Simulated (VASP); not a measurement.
# K4AlAs2 (R-3m) in VASP: single point with PBE

Aim: the single point of K4AlAs2 with PBE.

Everything below comes from runs of VASP 6.6.1. Logs are shortened: lines on timing, memory, paths and dates and some standing lists are left out, and cuts for length are marked.

**1. The cell of the first run**

The structure is trigonal, space group R-3m (No. 166). The conventional cell has a = 5.835 Å, b = 5.835 Å, c = 26.502 Å, α = 90.00°, β = 90.00°, γ = 120.00°. Al (site symmetry -3m) has 2 As at 2.12 Å within 2.8 Å. K (site symmetry 3m) has 6 As at 3.51 to 4.68 Å and 3 Al at 3.56 Å and 7 K at 4.01 to 4.45 Å within 4.7 Å. Within 4.5 Å of K (site symmetry 3m) lie 4 As at 3.41 to 3.58 Å and 7 K at 4.01 to 4.45 Å. Within 2.8 Å of As (site symmetry 3m) lie 1 Al at 2.12 Å.

**2. Single point, PBE**

Input file INCAR:

```
SYSTEM = K4AlAs2
  PREC = Accurate
  ENCUT = 520
  EDIFF = 1E-6
  ISMEAR = 0
  SIGMA = 0.1827
  LREAL = .FALSE.
  LASPH = .TRUE.
  NELM = 60
  ALGO = Normal
  ISIF = 2
  LWAVE = .FALSE.
  LCHARG = .FALSE.
  GGA = PE
  NBANDS = 34
```

Input file KPOINTS:

```
regular mesh
0
G
  7 7 7
  0 0 0
```

Input file POSCAR:

```
K4AlAs2
1.0
    2.9176810000      5.0535710000      0.0000000000
   -2.9176810000      5.0535710000      0.0000000000
    0.0000000000     -3.3690440000      8.8341420000
Al K As
1 4 2
Direct
    0.0000000000      0.0000000000      0.0000000000
    0.3761500000      0.3761500000      0.1284500000
    0.6238500000      0.6238500000      0.8715500000
    0.2083300000      0.2083300000      0.6249900000
    0.7916700000      0.7916700000      0.3750100000
    0.0798500000      0.0798500000      0.2395500000
    0.9201500000      0.9201500000      0.7604500000
```

Potentials or basis: VASP PAW PBE potentials, release 64 (Al, K_sv, As).

On the command line:

```
> cat potpaw_PBE.64/Al/POTCAR potpaw_PBE.64/K_sv/POTCAR potpaw_PBE.64/As/POTCAR > POTCAR
> mpirun -np 1 vasp_std > vasp.out
```

OUTCAR:

```text
SYSTEM = K4AlAs2
   PREC = Accurate
   ENCUT = 520
   EDIFF = 1E-6
   ISMEAR = 0
   LREAL = .FALSE.
   LASPH = .TRUE.
   NELM = 60
   ISIF = 2
   GGA = PE

 ion  position               nearest neighbor table
   1  0.000  0.000  0.000-   6 2.12   7 2.12   3 3.56   3 3.56   2 3.56   2 3.56   2 3.56   3 3.56

   2  0.376  0.376  0.128-   1 3.56   1 3.56   1 3.56
   3  0.624  0.624  0.872-   1 3.56   1 3.56   1 3.56
   4  0.208  0.208  0.625-
   5  0.792  0.792  0.375-
   6  0.080  0.080  0.240-   1 2.12
   7  0.920  0.920  0.760-   1 2.12

  LATTYP: Found a trigonal (rhomboedric) cell.
 ALAT       =     9.4547637997
 COS(alpha) =     0.8095397971

  Lattice vectors:

 A1 = (   2.9176810000,   1.6845270000,   8.8341420000)
 A2 = (  -2.9176810000,   1.6845270000,   8.8341420000)
 A3 = (   0.0000000000,  -3.3690440000,   8.8341420000)

Analysis of symmetry for initial positions (statically):
=====================================================================
 Subroutine PRICEL returns:
 Original cell was already a primitive cell.

 Routine SETGRP: Setting up the symmetry group for a
 trigonal (rhombohedral) supercell.

 Subroutine GETGRP returns: Found 12 space group operations
 (whereof 12 operations were pure point group operations)
 out of a pool of 12 trial point group operations.

The static configuration has the point symmetry D_3d.

Analysis of symmetry for dynamics (positions and initial velocities):
=====================================================================
 Subroutine PRICEL returns:
 Original cell was already a primitive cell.

 Routine SETGRP: Setting up the symmetry group for a
 trigonal (rhombohedral) supercell.

 Subroutine GETGRP returns: Found 12 space group operations
 (whereof 12 operations were pure point group operations)
 out of a pool of 12 trial point group operations.

The dynamic configuration has the point symmetry D_3d.

 Subroutine INISYM returns: Found 12 space group operations
 (whereof 12 operations are pure point group operations),
 and found     1 'primitive' translations

----------------------------------------------------------------------------------------

                                     Primitive cell

  volume of cell :     260.5137

  direct lattice vectors                    reciprocal lattice vectors
[... 99 lines left out ...]
   EDIFFG = 0.1E-04   stopping-criterion for IOM
   NSW    =      0    number of steps for IOM
   IBRION =     -1    ionic relax: 0-MD 1-quasi-New 2-CG
   NFREE  =      0    steps in history (QN), initial steepest desc. (CG)
   ISIF   =      2    stress and relaxation
   ISYM   =      2    0-nonsym 1-usesym 2-fastsym
   POTIM  = 0.5000    time-step for ionic-motion
   TEBEG  =    0.0;   TEEND  =   0.0 temperature during run
   PSTRESS=    0.0 pullay stress
   NELECT =      49.0000    total number of electrons
   NUPDOWN=      -1.0000    fix difference up-down
   EMIN   =  10.00;   EMAX   =-10.00  energy-range for DOS
   EFERMI =   0.00;   METHOD = LEGACY
   ISMEAR =     0;   SIGMA  =   0.18  broadening in eV -4-tet -1-fermi 0-gaus
   EFERMI_NEDOS =   21; number of points for ismear=-14 and -15
   IALGO  =     38    algorithm
   IMIX   =      4    mixing-type and parameters
     AMIX     =   0.40;   BMIX     =  1.00
     AMIX_MAG =   1.60;   BMIX_MAG =  1.00
  volume/ion in A,a.u.               =      37.22       251.15
  Fermi-wavevector in a.u.,A,eV,Ry     =   0.937987  1.772538 11.970665  0.879819
  Thomas-Fermi vector in A             =   2.065153
   LORBIT       =      0    0 simple, 1 ext, 2 COOP (PROOUT), +10 PAW based schemes
   GGA     = PE    functional components
   LHFCALC =     F    Hartree Fock is set to
   AEXX    =    0.0000 exact exchange contribution
   IVDW    =     0    specifies the selected vdW correction
   LEPSILON=     F    determine dielectric tensor
   LRPA    =     F    only Hartree local field effects (RPA)
 non-spin polarized calculation
 Gauss-broadening in eV      SIGMA  =   0.18
  energy-cutoff  :      520.00
  volume of cell :      260.51
 maximum number of plane-waves:      7037
 NGX is ok and might be reduce to    48
   NGX = 21   NGY = 21   NGZ = 35

 number of electron      49.0000001 magnetization

 Free energy of the ion-electron system (eV)
  ---------------------------------------------------
  ext. energy  EPLUGINS =         0.00000000
  ---------------------------------------------------
  free energy    TOTEN  =       -18.94836125 eV

  energy without entropy =      -18.89994172  energy(sigma->0) =      -18.92415149

 E-fermi :   2.2282     XC(G=0):  -7.2886

 val. band max:        2.1940497559   @ k =   0.4286   0.0000   0.1429
 cond. band min:       2.2354503381   @ k =  -0.4286   0.1429   0.1429
 fundamental gap:      0.0414005821
 Fermi energy:         2.2281806246

 k-point     1 :       0.0000    0.0000    0.0000
  band No.  band energies     occupation
      1     -29.9886      2.00000
      2     -29.9733      2.00000
      3     -29.9150      2.00000
      4     -29.9012      2.00000
      5     -13.5239      2.00000
      6     -13.5239      2.00000
[... 877 lines left out ...]
     33       4.8999      0.00000
     34       5.5942      0.00000

 [... further k-points ...]

------------------------ aborting loop because EDIFF is reached ----------------------------------------

  FORCE on cell =-STRESS in cart. coord.  units (eV):
  Direction    XX          YY          ZZ          XY          YZ          ZX
  --------------------------------------------------------------------------------------
  -------------------------------------------------------------------------------------
  Total        1.2510207      1.2510203     14.6554515      0.0000000      0.0000055      0.0000000
  in kB        7.6938642      7.6938619     90.1320472      0.0000000      0.0000340      0.0000000
  external PRESSURE =      35.1732577 kB  Pullay stress =       0.0000000 kB

 VOLUME and BASIS-vectors are now :
 -----------------------------------------------------------------------------
  energy-cutoff  :      520.00
  volume of cell :      260.51
      direct lattice vectors                 reciprocal lattice vectors
     2.917681000  5.053571000  0.000000000     0.171368974  0.098939938  0.037732357
    -2.917681000  5.053571000  0.000000000    -0.171368974  0.098939938  0.037732357
     0.000000000 -3.369044000  8.834142000     0.000000000  0.000000000  0.113197184

 POSITION                                       TOTAL-FORCE (eV/Angst)
 -----------------------------------------------------------------------------------
      0.00000      0.00000      0.00000         0.000000     -0.000000      0.000000
      0.00000      3.36905      1.13475         0.000000      0.000000      0.217402
      0.00000      3.36905      7.69940         0.000000     -0.000000     -0.217402
      0.00000      0.00000      5.52125         0.000000      0.000000      0.032776
      0.00000      6.73810      3.31289         0.000000     -0.000000     -0.032776
      0.00000      0.00000      2.11622         0.000000      0.000001      3.218552
      0.00000      6.73810      6.71792         0.000000     -0.000001     -3.218552
 -----------------------------------------------------------------------------------
    total drift:                                0.000000     -0.000000      0.000000

  FREE ENERGIE OF THE ION-ELECTRON SYSTEM (eV)
  ---------------------------------------------------
  free  energy   TOTEN  =       -18.9483612490 eV

  energy  without entropy=      -18.8999417224  energy(sigma->0) =      -18.92415149
```

Run time: 3 min. Hardware: 1 thread of Intel Xeon 6975P-C (Granite Rapids), shared host; peak memory 0.62 GiB.

What came out:

```
Free energy            : -18.9484 eV
Pressure               : 3.5 GPa
Largest force          : 3.219 eV/Å
Band gap on the k mesh : zero (an odd number of electrons rules out a gap without spin polarisation)
```

Forces in eV/Å, atoms in the order of the input:
```
Al   0.000  0.000  0.000
K    0.000  0.000  0.217
K    0.000  0.000 -0.217
K    0.000  0.000  0.033
K    0.000  0.000 -0.033
As   0.000  0.000  3.219
As   0.000  0.000 -3.219
```

Stress tensor (GPa, compression positive):
```
0.77 0.00 0.00
0.00 0.77 0.00
0.00 0.00 9.01
```

Levels at points of the mesh, in eV from the Fermi level:
```tsv
k point	band 23	band 24	band 25	band 26	band 27	band 28
(0.00, 0.00, 0.00)	-2.16	-2.16	-1.35	1.05	1.05	1.19
```

Caveat: the cell stands under pressure; forces of over 1 eV/Å act on the atoms, so gaps and moduli don't describe the material at rest.
